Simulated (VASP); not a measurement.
Here is a VASP 6.6.1 calculation.

The input INCAR:

```
SYSTEM = LiCl
PREC = Accurate
ENCUT = 520
EDIFF = 1E-6
ISMEAR = 0
SIGMA = 0.02
LREAL = .False.
LASPH = .True.
NELM = 100
ALGO = Normal
ISIF = 2
LWAVE = .False.
LCHARG = .True.
GGA = PE
LELF = .True.
LVHAR = .True.
NBANDS = 12
```

The input KPOINTS:

```
Automatic mesh
0
Gamma
  8 8 8
  0 0 0
```

Contents of POSCAR:

```
LiCl
1.0
    0.0000000000      2.6406188435      2.6406188435
    2.6406188435      0.0000000000      2.6406188435
    2.6406188435      2.6406188435      0.0000000000
Li Cl
1 1
Direct
    0.0000000000      0.0000000000      0.0000000000
    0.5000000000      0.5000000000      0.5000000000
```

Potentials or basis: VASP PAW PBE potentials, release 64 (Li_sv, Cl).

Run with:

```sh
$ cat potpaw_PBE.64/Li_sv/POTCAR potpaw_PBE.64/Cl/POTCAR > POTCAR
$ mpirun -np 1 vasp_std > vasp.out
```

(1) What does it give for the band gap on the k mesh?

Results:

(1) 5.87 eV, direct.

Caveat: the cell differs from its parent crystal (K replaced by Li, lengths x 0.852, strained).
